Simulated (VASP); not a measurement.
# Sn3Te (Pm-3m) in VASP: a series of runs, part 2 of 2

VASP 6.6.1. The steps go on from the part before.

### Step 3. Single point, r2SCAN

This run uses another cell than the first one, of 29.95 Å³/atom, 1.020 times its volume.

The input, POSCAR:

```
Sn3Te
1.0
    4.9296506847      0.0000000000      0.0000000000
    0.0000000000      4.9296506847      0.0000000000
    0.0000000000      0.0000000000      4.9296506847
Te Sn
1 3
Direct
    0.0000000000      0.0000000000      0.0000000000
    0.0000000000      0.5000000000      0.5000000000
    0.5000000000      0.0000000000      0.5000000000
    0.5000000000      0.5000000000      0.0000000000
```

The input, INCAR.step1:

```
SYSTEM = Sn3Te
ALGO = Normal ; EDIFF = 1E-4
ENCUT = 520 ; GGA = PE
ISMEAR = -1 ; LASPH = .True.
LCHARG = .False. ; LREAL = .False.
LWAVE = .True. ; NBANDS = 32
NELM = 80 ; PREC = Accurate
SIGMA = 0.05
```

The input, INCAR.step2:

```
SYSTEM = Sn3Te
ALGO = Normal ; EDIFF = 1E-6
ENCUT = 520 ; ISIF = 2
ISMEAR = -1 ; ISTART = 1
LASPH = .True. ; LCHARG = .False.
LMIXTAU = .True. ; LREAL = .False.
LWAVE = .False. ; METAGGA = R2SCAN
NBANDS = 32 ; NELM = 80
PREC = Accurate ; SIGMA = 0.05
```

The input, KPOINTS:

```
k-points
0
Gamma
  6 6 6
  0 0 0
```

Potentials or basis: VASP PAW PBE potentials, release 64 (Te, Sn_d).

The run is started by

```console
$ cat potpaw_PBE.64/Te/POTCAR potpaw_PBE.64/Sn_d/POTCAR > POTCAR
$ cp INCAR.step1 INCAR
$ mpirun -np 1 vasp_std > vasp.out
$ cp INCAR.step2 INCAR
$ mpirun -np 1 vasp_std > vasp.out
```

OUTCAR:

```text
SYSTEM = Sn3Te
   EDIFF = 1E-6
   ENCUT = 520
   ISIF = 2
   ISMEAR = -1
   ISTART = 1
   LASPH = .True.
   LREAL = .False.
   METAGGA = R2SCAN
   NELM = 80
   PREC = Accurate

 ion  position               nearest neighbor table
   1  0.000  0.000  0.000-   2 3.49   3 3.49   4 3.49   2 3.49   3 3.49   2 3.49   4 3.49   2 3.49
                             3 3.49   4 3.49   3 3.49   4 3.49
   2  0.000  0.500  0.500-   1 3.49   3 3.49   4 3.49   1 3.49   4 3.49   1 3.49   3 3.49   1 3.49
                             3 3.49   4 3.49   4 3.49   3 3.49
   3  0.500  0.000  0.500-   1 3.49   2 3.49   4 3.49   1 3.49   4 3.49   2 3.49   4 3.49   4 3.49
                             1 3.49   2 3.49   1 3.49   2 3.49
   4  0.500  0.500  0.000-   1 3.49   2 3.49   3 3.49   2 3.49   3 3.49   1 3.49   3 3.49   3 3.49
                             1 3.49   2 3.49   2 3.49   1 3.49

  LATTYP: Found a simple cubic cell.
 ALAT       =     4.9296506847

  Lattice vectors:

 A1 = (   4.9296506847,   0.0000000000,   0.0000000000)
 A2 = (   0.0000000000,   4.9296506847,   0.0000000000)
 A3 = (   0.0000000000,   0.0000000000,   4.9296506847)

Analysis of symmetry for initial positions (statically):
=====================================================================
 Subroutine PRICEL returns:
 Original cell was already a primitive cell.

 Routine SETGRP: Setting up the symmetry group for a
 simple cubic supercell.

 Subroutine GETGRP returns: Found 48 space group operations
 (whereof 48 operations were pure point group operations)
 out of a pool of 48 trial point group operations.

The static configuration has the point symmetry O_h .

Analysis of symmetry for dynamics (positions and initial velocities):
=====================================================================
 Subroutine PRICEL returns:
 Original cell was already a primitive cell.

 Routine SETGRP: Setting up the symmetry group for a
 simple cubic supercell.

 Subroutine GETGRP returns: Found 48 space group operations
 (whereof 48 operations were pure point group operations)
 out of a pool of 48 trial point group operations.

The dynamic configuration has the point symmetry O_h .

 Subroutine INISYM returns: Found 48 space group operations
 (whereof 48 operations are pure point group operations),
 and found     1 'primitive' translations

----------------------------------------------------------------------------------------

                                     Primitive cell

  volume of cell :     119.7977

  direct lattice vectors                    reciprocal lattice vectors
     4.929650685  0.000000000  0.000000000     0.202854130  0.000000000  0.000000000
     0.000000000  4.929650685  0.000000000     0.000000000  0.202854130  0.000000000
     0.000000000  0.000000000  4.929650685     0.000000000  0.000000000  0.202854130

  length of vectors
     4.929650685  4.929650685  4.929650685     0.202854130  0.202854130  0.202854130

  position of ions in fractional coordinates (direct lattice)
     0.000000000  0.000000000  0.000000000
     0.000000000  0.500000000  0.500000000
     0.500000000  0.000000000  0.500000000
     0.500000000  0.500000000  0.000000000

  ion indices of the primitive-cell ions
   primitive index   ion index
                 1           1
                 2           2
                 3           3
[... 25 lines left out ...]

 Found     20 irreducible k-points:

 Following reciprocal coordinates:
            Coordinates               Weight
  0.000000  0.000000  0.000000      1.000000
  0.166667  0.000000  0.000000      6.000000
  0.333333  0.000000  0.000000      6.000000
  0.500000  0.000000  0.000000      3.000000
  0.166667  0.166667  0.000000     12.000000
  0.333333  0.166667  0.000000     24.000000
[... 12 lines left out ...]
  0.500000  0.500000  0.333333      6.000000
  0.500000  0.500000  0.500000      1.000000
   k-points           NKPTS =     20   k-points in BZ     NKDIM =     20   number of bands    NBANDS=     32
   number of dos      NEDOS =    301   number of ions     NIONS =      4
   total plane-waves  NPLWV =  64000
   dimension x,y,z NGX =    40 NGY =   40 NGZ =   40
   dimension x,y,z NGXF=    80 NGYF=   80 NGZF=   80
   ions per type =               1   3
   NGX,Y,Z   is equivalent  to a cutoff of  13.49, 13.49, 13.49 a.u.
   NGXF,Y,Z  is equivalent  to a cutoff of  26.98, 26.98, 26.98 a.u.
 SYSTEM =  Sn3Te
   PREC   = accura    normal or accurate (medium, high low for compatibility)
   ISTART =      1    job   : 0-new  1-cont  2-samecut
   ICHARG =      0    charge: 1-file 2-atom 10-const
   ISPIN  =      1    spin polarized calculation?
   LNONCOLLINEAR =      F non collinear calculations
   LSORBIT =      F    spin-orbit coupling
   LASPH  =      T    aspherical Exc in radial PAW
   ENCUT  =  520.0 eV  38.22 Ry    6.18 a.u.   9.17  9.17  9.17*2*pi/ulx,y,z
   NELM   =     80;   NELMIN=  2; NELMDL=  0     # of ELM steps
   EDIFF  = 0.1E-05   stopping-criterion for ELM
   LREAL  =      F    real-space projection
   EDIFFG = 0.1E-04   stopping-criterion for IOM
   NSW    =      0    number of steps for IOM
   IBRION =     -1    ionic relax: 0-MD 1-quasi-New 2-CG
   NFREE  =      0    steps in history (QN), initial steepest desc. (CG)
   ISIF   =      2    stress and relaxation
   ISYM   =      2    0-nonsym 1-usesym 2-fastsym
   POTIM  = 0.5000    time-step for ionic-motion
   TEBEG  =    0.0;   TEEND  =   0.0 temperature during run
   PSTRESS=    0.0 pullay stress
   NELECT =      48.0000    total number of electrons
   NUPDOWN=      -1.0000    fix difference up-down
   EMIN   =  10.00;   EMAX   =-10.00  energy-range for DOS
   EFERMI =   0.00;   METHOD = LEGACY
   ISMEAR =    -1;   SIGMA  =   0.05  broadening in eV -4-tet -1-fermi 0-gaus
   EFERMI_NEDOS =   21; number of points for ismear=-14 and -15
   IALGO  =     38    algorithm
   IMIX   =      4    mixing-type and parameters
     AMIX     =   0.40;   BMIX     =  1.00
     AMIX_MAG =   1.60;   BMIX_MAG =  1.00
  volume/ion in A,a.u.               =      29.95       202.11
  Fermi-wavevector in a.u.,A,eV,Ry     =   1.206903  2.280716 19.818454  1.456615
  Thomas-Fermi vector in A             =   2.342557
   LORBIT       =      0    0 simple, 1 ext, 2 COOP (PROOUT), +10 PAW based schemes
   METAGGA = R2SCAN    functional components
   LHFCALC =     F    Hartree Fock is set to
   AEXX    =    0.0000 exact exchange contribution
   IVDW    =     0    specifies the selected vdW correction
   LEPSILON=     F    determine dielectric tensor
   LRPA    =     F    only Hartree local field effects (RPA)
 non-spin polarized calculation
  energy-cutoff  :      520.00
  volume of cell :      119.80
 maximum number of plane-waves:      3253
 NGX is ok and might be reduce to    40
   NGX = 19   NGY = 19   NGZ = 19

 number of electron      47.9999972 magnetization

 Free energy of the ion-electron system (eV)
  ---------------------------------------------------
  ext. energy  EPLUGINS =         0.00000000
  ---------------------------------------------------
  free energy    TOTEN  =       -98.64266491 eV

  energy without entropy =      -98.62205493  energy(sigma->0) =      -98.63235992

 E-fermi :   7.1183     XC(G=0): -10.6066

 val. band max:        7.1133780812   @ k =   0.1667   0.1667   0.1667
 cond. band min:       7.1872701515   @ k =   0.5000   0.5000   0.0000
 fundamental gap:      0.0738920703
 Fermi energy:         7.1183073781

 k-point     1 :       0.0000    0.0000    0.0000
  band No.  band energies     occupation
      1     -15.2547      2.00000
      2     -15.2547      2.00000
      3     -15.2547      2.00000
      4     -15.2505      2.00000
      5     -15.2505      2.00000
      6     -15.2040      2.00000
[... 689 lines left out ...]
     31      12.5924      0.00000
     32      15.2525      0.00000

------------------------ aborting loop because EDIFF is reached ----------------------------------------

  FORCE on cell =-STRESS in cart. coord.  units (eV):
  Direction    XX          YY          ZZ          XY          YZ          ZX
  --------------------------------------------------------------------------------------
  -------------------------------------------------------------------------------------
  Total       -1.4504292     -1.4504292     -1.4504292      0.0000000     -0.0000000      0.0000000
  in kB      -19.3980765    -19.3980765    -19.3980765      0.0000000     -0.0000000      0.0000000
  external PRESSURE =     -19.3980765 kB  Pullay stress =       0.0000000 kB

 VOLUME and BASIS-vectors are now :
 -----------------------------------------------------------------------------
  energy-cutoff  :      520.00
  volume of cell :      119.80
      direct lattice vectors                 reciprocal lattice vectors
     4.929650685  0.000000000  0.000000000     0.202854130  0.000000000  0.000000000
     0.000000000  4.929650685  0.000000000     0.000000000  0.202854130  0.000000000
     0.000000000  0.000000000  4.929650685     0.000000000  0.000000000  0.202854130

 POSITION                                       TOTAL-FORCE (eV/Angst)
 -----------------------------------------------------------------------------------
      0.00000      0.00000      0.00000         0.000000      0.000000      0.000000
      0.00000      2.46483      2.46483         0.000000      0.000000      0.000000
      2.46483      0.00000      2.46483         0.000000      0.000000      0.000000
      2.46483      2.46483      0.00000         0.000000      0.000000      0.000000
 -----------------------------------------------------------------------------------
    total drift:                               -0.000000     -0.000000     -0.000000

  FREE ENERGIE OF THE ION-ELECTRON SYSTEM (eV)
  ---------------------------------------------------
  free  energy   TOTEN  =       -98.6426649068 eV

  energy  without entropy=      -98.6220549326  energy(sigma->0) =      -98.63235992
```

It took 4.5 min on 1 thread of AMD EPYC 9R45 (Zen 5), shared host; peak memory 0.25 GiB.

Results:

* Free energy: -98.6427 eV
* Pressure: -1.9 GPa
* Band gap on the k mesh: zero (band 24 reaches 9.93 eV, above the bottom of band 25 at 6.91 eV)

Caveat: the PAW data sets were made with another functional, which shifts forces and pressure a little; spin-orbit coupling is left out, which moves the levels of the heavy elements.
